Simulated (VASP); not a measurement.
# LiCl (R-3m) in VASP: single point with HSE06

Aim: the single point of LiCl with HSE06.

Everything below comes from runs of VASP 6.6.1. Logs are shortened: lines on timing, memory, paths and dates and some standing lists are left out, and cuts for length are marked.

## (1) The cell of the first run

The structure is trigonal, space group R-3m (No. 166). Conventional cell: a = 3.615 Å, b = 3.615 Å, c = 9.065 Å, α = 90.00°, β = 90.00°, γ = 120.00°. Li (site symmetry -3m) has 6 Cl at 2.58 Å within 3.4 Å. Within 3.4 Å of Cl (site symmetry -3m) lie 6 Li at 2.58 Å.

## (2) Single point, HSE06 (strain along [111] +2.4%)

Input file POSCAR:

```
LiCl
1.0
    0.0405557869      2.5965927795      2.5965927795
    2.5965927795      0.0405557869      2.5965927795
    2.5965927795      2.5965927795      0.0405557869
Li Cl
1 1
Direct
    0.0000000000      0.0000000000      0.0000000000
    0.5000000000      0.5000000000      0.5000000000
```

Input file INCAR.step1:

```
  PREC = Accurate
  ENCUT = 520
  EDIFF = 1E-5
  ISMEAR = 0
  SIGMA = 0.01
  LREAL = F
  LASPH = T
  NELM = 80
  ALGO = Normal
  ISIF = 2
  LWAVE = T
  GGA = PE
  NBANDS = 12
```

Input file INCAR.step2:

```
  PREC = Accurate
  ENCUT = 520
  EDIFF = 1E-6
  ISMEAR = 0
  SIGMA = 0.01
  LREAL = F
  LASPH = T
  NELM = 80
  ALGO = Normal
  ISIF = 2
  LWAVE = F
  LCHARG = T
  GGA = PE
  LHFCALC = T
  HFSCREEN = 0.2079
  PRECFOCK = Normal
  LELF = T
  LVHAR = T
  ISTART = 1
  NBANDS = 12
```

Input file KPOINTS:

```
regular mesh
0
Gamma
  6 6 6
```

Potentials or basis: VASP PAW PBE potentials, release 64 (Li_sv, Cl).

Started as:

```console
cat potpaw_PBE.64/Li_sv/POTCAR potpaw_PBE.64/Cl/POTCAR > POTCAR
cp INCAR.step1 INCAR
mpirun -np 1 vasp_std > vasp.out
cp INCAR.step2 INCAR
mpirun -np 1 vasp_std > vasp.out
```

OUTCAR:

```text
PREC = Accurate
   ENCUT = 520
   EDIFF = 1E-6
   ISMEAR = 0
   LREAL = F
   LASPH = T
   NELM = 80
   ISIF = 2
   GGA = PE
   LHFCALC = T
   HFSCREEN = 0.2079
   PRECFOCK = Normal
   ISTART = 1

 ion  position               nearest neighbor table
   1  0.000  0.000  0.000-   2 2.58   2 2.58   2 2.58   2 2.58   2 2.58   2 2.58
   2  0.500  0.500  0.500-   1 2.58   1 2.58   1 2.58   1 2.58   1 2.58   1 2.58

  LATTYP: Found a trigonal (rhomboedric) cell.
 ALAT       =     3.6723606709
 COS(alpha) =     0.5155559631

  Lattice vectors:

 A1 = (   0.0405557869,   2.5965927795,   2.5965927795)
 A2 = (   2.5965927795,   0.0405557869,   2.5965927795)
 A3 = (   2.5965927795,   2.5965927795,   0.0405557869)

Analysis of symmetry for initial positions (statically):
=====================================================================
 Subroutine PRICEL returns:
 Original cell was already a primitive cell.

 Routine SETGRP: Setting up the symmetry group for a
 trigonal (rhombohedral) supercell.

 Subroutine GETGRP returns: Found 12 space group operations
 (whereof 12 operations were pure point group operations)
 out of a pool of 12 trial point group operations.

The static configuration has the point symmetry D_3d.

Analysis of symmetry for dynamics (positions and initial velocities):
=====================================================================
 Subroutine PRICEL returns:
 Original cell was already a primitive cell.

 Routine SETGRP: Setting up the symmetry group for a
 trigonal (rhombohedral) supercell.

 Subroutine GETGRP returns: Found 12 space group operations
 (whereof 12 operations were pure point group operations)
 out of a pool of 12 trial point group operations.

The dynamic configuration has the point symmetry D_3d.

 Subroutine INISYM returns: Found 12 space group operations
 (whereof 12 operations are pure point group operations),
 and found     1 'primitive' translations

----------------------------------------------------------------------------------------

                                     Primitive cell

  volume of cell :      34.1937

  direct lattice vectors                    reciprocal lattice vectors
     0.040555787  2.596592779  2.596592779    -0.197131128  0.194099517  0.194099517
     2.596592779  0.040555787  2.596592779     0.194099517 -0.197131128  0.194099517
     2.596592779  2.596592779  0.040555787     0.194099517  0.194099517 -0.197131128

  length of vectors
     3.672360671  3.672360671  3.672360671     0.337949591  0.337949591  0.337949591

  position of ions in fractional coordinates (direct lattice)
     0.000000000  0.000000000  0.000000000
     0.500000000  0.500000000  0.500000000

  ion indices of the primitive-cell ions
   primitive index   ion index
                 1           1
                 2           2

----------------------------------------------------------------------------------------

 KPOINTS: regular mesh

Automatic generation of k-mesh.
 Grid dimensions read from file:
 generate k-points for:    6    6    6

 Generating k-lattice:

  Cartesian coordinates                     Fractional coordinates (reciprocal lattice)
    -0.032855188  0.032349919  0.032349919     0.166666667  0.000000000  0.000000000
     0.032349919 -0.032855188  0.032349919     0.000000000  0.166666667  0.000000000
     0.032349919  0.032349919 -0.032855188     0.000000000  0.000000000  0.166666667

  Length of vectors
     0.056324932  0.056324932  0.056324932

  Shift w.r.t. Gamma in fractional coordinates (k-lattice)
     0.000000000  0.000000000  0.000000000

 Subroutine IBZKPT returns following result:
 ===========================================

 Found     32 irreducible k-points:

 Following reciprocal coordinates:
            Coordinates               Weight
  0.000000  0.000000  0.000000      1.000000
  0.166667  0.000000  0.000000      6.000000
  0.333333 -0.000000 -0.000000      6.000000
  0.500000 -0.000000 -0.000000      3.000000
  0.166667  0.166667  0.000000      6.000000
  0.333333  0.166667 -0.000000     12.000000
[... 16 lines left out ...]
  0.500000  0.500000  0.166667      6.000000
 -0.333333  0.500000  0.166667     12.000000
 [... further k-points ...]
   k-points           NKPTS =     32   k-points in BZ     NKDIM =    216   number of bands    NBANDS=     12
   number of dos      NEDOS =    301   number of ions     NIONS =      2
   total plane-waves  NPLWV =  21952
   dimension x,y,z NGX =    28 NGY =   28 NGZ =   28
   dimension x,y,z NGXF=    56 NGYF=   56 NGZF=   56
   ions per type =               1   1
   NGX,Y,Z   is equivalent  to a cutoff of  12.68, 12.68, 12.68 a.u.
   NGXF,Y,Z  is equivalent  to a cutoff of  25.35, 25.35, 25.35 a.u.
 SYSTEM =  unknown system
   PREC   = accura    normal or accurate (medium, high low for compatibility)
   ISTART =      1    job   : 0-new  1-cont  2-samecut
   ICHARG =      0    charge: 1-file 2-atom 10-const
   ISPIN  =      1    spin polarized calculation?
   LNONCOLLINEAR =      F non collinear calculations
   LSORBIT =      F    spin-orbit coupling
   LASPH  =      T    aspherical Exc in radial PAW
   ENCUT  =  520.0 eV  38.22 Ry    6.18 a.u.   6.83  6.83  6.83*2*pi/ulx,y,z
   NELM   =     80;   NELMIN=  2; NELMDL=  0     # of ELM steps
   EDIFF  = 0.1E-05   stopping-criterion for ELM
   LREAL  =      F    real-space projection
   EDIFFG = 0.1E-04   stopping-criterion for IOM
   NSW    =      0    number of steps for IOM
   IBRION =     -1    ionic relax: 0-MD 1-quasi-New 2-CG
   NFREE  =      0    steps in history (QN), initial steepest desc. (CG)
   ISIF   =      2    stress and relaxation
   ISYM   =      3    0-nonsym 1-usesym 2-fastsym
   POTIM  = 0.5000    time-step for ionic-motion
   TEBEG  =    0.0;   TEEND  =   0.0 temperature during run
   PSTRESS=    0.0 pullay stress
   NELECT =      10.0000    total number of electrons
   NUPDOWN=      -1.0000    fix difference up-down
   EMIN   =  10.00;   EMAX   =-10.00  energy-range for DOS
   EFERMI =   0.00;   METHOD = LEGACY
   ISMEAR =     0;   SIGMA  =   0.01  broadening in eV -4-tet -1-fermi 0-gaus
   EFERMI_NEDOS =   21; number of points for ismear=-14 and -15
   IALGO  =     38    algorithm
   IMIX   =      1    mixing-type and parameters
     AMIX     =   0.40;   BMIX     =  1.00
     AMIX_MAG =   1.60;   BMIX_MAG =  1.00
  volume/ion in A,a.u.               =      17.10       115.38
  Fermi-wavevector in a.u.,A,eV,Ry     =   1.086657  2.053485 16.066091  1.180824
  Thomas-Fermi vector in A             =   2.222799
   LORBIT       =      0    0 simple, 1 ext, 2 COOP (PROOUT), +10 PAW based schemes
   GGA     = PE    functional components
   LHFCALC =     T    Hartree Fock is set to
   PRECFOCK=normal    Normal, Fast or Accurate (Low or Medium for compatibility)
   ENCUT4O =  -1.0   cutoff for four orbital integrals eV
   NKREDX  =     1    reduce k-point grid by
   NKREDY  =     1    reduce k-point grid by
   NKREDZ  =     1    reduce k-point grid by
   AEXX    =    0.2500 exact exchange contribution
   HFSCREEN=    0.2079 screening length (either q_TF or 0.3 A-1)
   HFSCREENC=   0.2079 screening length for correlation (either q_TF or 0.3 A-1)
   ENCUTFOCK=  -1.0 apply spherical cutoff to Coloumb kernel
   IVDW    =     0    specifies the selected vdW correction
   LEPSILON=     F    determine dielectric tensor
   LRPA    =     F    only Hartree local field effects (RPA)
 non-spin polarized calculation
 Gauss-broadening in eV      SIGMA  =   0.01
  energy-cutoff  :      520.00
  volume of cell :       34.19
 maximum number of plane-waves:       942
  NGX = 24; NGY = 24; NGZ = 24

 number of electron      10.0000007 magnetization

 Free energy of the ion-electron system (eV)
  ---------------------------------------------------
  ext. energy  EPLUGINS =         0.00000000
  ---------------------------------------------------
  free energy    TOTEN  =        -8.45572132 eV

  energy without entropy =       -8.45572132  energy(sigma->0) =       -8.45572132

 E-fermi :  -0.3500     XC(G=0):  -7.2153

 val. band max:       -0.4294634835   @ k =   0.0000   0.0000   0.0000
 cond. band min:       7.1668972535   @ k =   0.0000   0.0000   0.0000
 fundamental gap:      7.5963607370
 Fermi energy:        -0.3500084547

 k-point     1 :       0.0000    0.0000    0.0000
  band No.  band energies     occupation
      1     -46.7796      2.00000
      2     -15.0926      2.00000
      3      -0.5769      2.00000
      4      -0.4295      2.00000
      5      -0.4295      2.00000
      6       7.1669      0.00000
      7      12.7114      0.00000
      8      13.1050      0.00000
      9      13.1050      0.00000
     10      15.5909      0.00000
     11      15.6904      0.00000
     12      15.7433      0.00000

 k-point     2 :       0.1667    0.0000    0.0000
  band No.  band energies     occupation
      1     -46.7788      2.00000
      2     -14.9506      2.00000
      3      -1.3507      2.00000
      4      -0.6288      2.00000
      5      -0.5139      2.00000
      6       7.8741      0.00000
      7      11.9524      0.00000
      8      12.4303      0.00000
      9      12.6316      0.00000
     10      14.1309      0.00000
     11      14.3984      0.00000
     12      16.2588      0.00000

 k-point     3 :       0.3333   -0.0000   -0.0000
  band No.  band energies     occupation
      1     -46.7774      2.00000
      2     -14.6418      2.00000
      3      -2.8158      2.00000
      4      -0.7565      2.00000
      5      -0.6712      2.00000
      6       7.9075      0.00000
      7      10.9264      0.00000
      8      11.1154      0.00000
      9      12.8086      0.00000
     10      16.0590      0.00000
     11      16.4444      0.00000
     12      17.0403      0.00000
[... 286 lines left out ...]
 k-point    23 :       0.5000    0.5000    0.1667
  band No.  band energies     occupation
      1     -46.7759      2.00000
      2     -14.3102      2.00000
      3      -3.1915      2.00000
      4      -1.9462      2.00000
      5      -1.3678      2.00000
      6       9.1421      0.00000
      7      10.0491      0.00000
      8      12.3916      0.00000
      9      13.6297      0.00000
     10      15.1341      0.00000
     11      19.1591      0.00000
     12      19.9304      0.00000

 k-point    24 :      -0.3333    0.5000    0.1667
  band No.  band energies     occupation
      1     -46.7756      2.00000
      2     -14.2372      2.00000
      3      -3.1337      2.00000
      4      -2.2120      2.00000
      5      -1.6045      2.00000
      6       9.6673      0.00000
      7      10.3425      0.00000
      8      12.3128      0.00000
      9      12.5721      0.00000
     10      16.0850      0.00000
     11      18.4502      0.00000
     12      19.9541      0.00000

 [... further k-points ...]

------------------------ aborting loop because EDIFF is reached ----------------------------------------

  FORCE on cell =-STRESS in cart. coord.  units (eV):
  Direction    XX          YY          ZZ          XY          YZ          ZX
  --------------------------------------------------------------------------------------
  -------------------------------------------------------------------------------------
  Total       -0.1645977     -0.1645977     -0.1645977     -0.0883475     -0.0883475     -0.0883475
  in kB       -7.7123694     -7.7123694     -7.7123694     -4.1395996     -4.1395996     -4.1395996
  external PRESSURE =      -7.7123694 kB  Pullay stress =       0.0000000 kB

 VOLUME and BASIS-vectors are now :
 -----------------------------------------------------------------------------
  energy-cutoff  :      520.00
  volume of cell :       34.19
      direct lattice vectors                 reciprocal lattice vectors
     0.040555787  2.596592779  2.596592779    -0.197131128  0.194099517  0.194099517
     2.596592779  0.040555787  2.596592779     0.194099517 -0.197131128  0.194099517
     2.596592779  2.596592779  0.040555787     0.194099517  0.194099517 -0.197131128

 POSITION                                       TOTAL-FORCE (eV/Angst)
 -----------------------------------------------------------------------------------
      0.00000      0.00000      0.00000        -0.000000      0.000000      0.000000
      2.61687      2.61687      2.61687         0.000000     -0.000000     -0.000000
 -----------------------------------------------------------------------------------
    total drift:                               -0.000000     -0.000000     -0.000000

  FREE ENERGIE OF THE ION-ELECTRON SYSTEM (eV)
  ---------------------------------------------------
  free  energy   TOTEN  =        -8.4557213207 eV

  energy  without entropy=       -8.4557213207  energy(sigma->0) =       -8.45572132
```

Wall time 24 min (1 thread of AMD EPYC 7R13 (Zen 3), shared host); peak memory 0.24 GiB.

What came out:

- Free energy: -8.4557 eV
- Band gap on the k mesh: 7.60 eV

Levels at points of the mesh, in eV from the valence-band top:
```tsv
k point	band 1	band 2	band 3	band 4	band 5	band 6	band 7	band 8	band 9	band 10
(0.00, 0.00, 0.00)	-46.35	-14.66	-0.15	0.00	0.00	7.60	13.14	13.53	13.53	16.02
(0.50, 0.00, 0.00)	-46.35	-14.04	-3.03	-0.39	-0.32	8.01	10.79	10.99	14.58	18.32
(0.50, 0.50, 0.00)	-46.35	-13.80	-3.09	-1.28	-1.14	9.20	9.61	13.95	15.68	15.73
(0.50, 0.50, 0.50)	-46.35	-14.10	-3.06	-0.25	-0.25	8.17	11.11	11.11	14.32	18.50
```

Caveat: the cell differs from its parent crystal (strain along [111] +2.4%); the cutoff is under 1.25 times the usual one of these potentials, so pressure, stress and relaxed cells hold a basis-set (Pulay) error; the PAW data sets were made with another functional, which shifts forces and pressure a little.
